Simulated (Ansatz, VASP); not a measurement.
## One calculation of LiTaBe2N3, two programs

```
CELL_PARAMETERS angstrom
0.00020 2.89300 -0.00073
-0.08557 -0.00109 4.28024
5.75064 -1.44617 0.00245
ATOMIC_POSITIONS crystal
Li 0.33964 0.27512 0.67993
Ta 0.72159 0.75157 0.44298
Be 0.49207 0.81231 0.98424
Be 0.13591 0.19577 0.27140
N 0.06883 0.84792 0.13783
N 0.70264 0.27720 0.40481
N 0.35181 0.77760 0.70381
```

Change from the starting cell: cell x1, atoms moved at random (sigma 0.05 Å) and cell strained at random (1.5 %), then relaxed without symmetry.

Alike in both runs: functional PBE; k mesh 8 × 6 × 8; occupations gaussian, width 0.2 eV; no spin polarisation.

Ansatz relaxed the structure, and its values are those at the end. VASP's run is a single point on that final structure, the one shown.

|  | VASP | Ansatz |
| --- | --- | --- |
| version | VASP 6.6.1 | Ansatz 0.2.0 |
| potentials or method | VASP PAW PBE potentials, release 64 (Li_sv, Ta_pv, Be, N), cutoff 520 eV | scalar-relativistic, plane waves, PAW |
| valence electrons in the cell | 33 | 35 |

VASP gave:

| Quantity | Value |
| --- | --- |
| gap on the k mesh at the Fermi level (eV) | none |
| rms of the force components (eV/Å) | 0.013 |

Question: Estimate Ansatz's values.

Answer: gap on the k mesh at the Fermi level (eV): none; rms of the force components (eV/Å): 0.005.

A gap of «none» marks a metal or a gap that the smearing closes. VASP's potentials hold 33 valence electrons a cell and Ansatz's 35, so a difference there can come from the potentials and not from the codes.

Neither program's run includes spin-orbit coupling. Noted on VASP's run: the cutoff is under 1.25 times that of the potentials, so the pressure is a little rough.
